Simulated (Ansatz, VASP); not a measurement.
Yb: VASP beside Ansatz

File INCAR:

```
SYSTEM = Yb
PREC = Accurate
ENCUT = 520
EDIFF = 1E-6
ISMEAR = -1
SIGMA = 0.05
LREAL = .False.
LASPH = .True.
NELM = 80
ALGO = Normal
ISIF = 2
LWAVE = .False.
LCHARG = .False.
GGA = PE
NBANDS = 18
```

Contents of KPOINTS:

```
regular mesh
0
Gamma
  13 13 13
  0 0 0
```

POSCAR

```
Yb
1.0
   -0.0274310000      2.7293845000      2.7293845000
    2.7293845000     -0.0274310000      2.7293845000
    2.7293845000      2.7293845000     -0.0274310000
Yb
1
Direct
    0.0000000000      0.0000000000      0.0000000000
```

Input for Ansatz:

```yaml
crystal:
  lattice:
    - [-0.027431, 2.7293845, 2.7293845]
    - [2.7293845, -0.027431, 2.7293845]
    - [2.7293845, 2.7293845, -0.027431]
  atoms:
    - { symbol: Yb, position: [0.0, 0.0, 0.0] }
kpoints:
  mp_grid: { grid: [13, 13, 13] }
scf:
  occupations: { method: fermi_dirac, width: 0.05 }
hamiltonian:
  xc: pbe
  pseudopotentials: { kind: all_electron, lapw: { basis_error: 0.00025 } }
output:
  forces: true
  stress: true
  eigenvalues: true
```

Change from the starting cell: equal xy, yz and zx shear strains of -1 %.

Alike in both runs: task single point; functional PBE; k mesh 13 × 13 × 13; occupations fermi-dirac, width 0.05 eV; no spin polarisation.

```csv
,VASP,Ansatz
version,VASP 6.6.1,Ansatz 0.2.0
potentials or method,"VASP PAW PBE potentials, release 64 (Yb), cutoff 520 eV","all-electron LAPW, scalar-relativistic"
```

```csv
,VASP,Ansatz,Ansatz less VASP
pressure (GPa),-0.8,-2.1,-1.33
"traceless stress, the component that is largest in VASP (GPa)",0.14,0.14,+0.008
```

Ansatz ran all-electron here, and VASP with PAW potentials.

Spin-orbit coupling is off throughout.
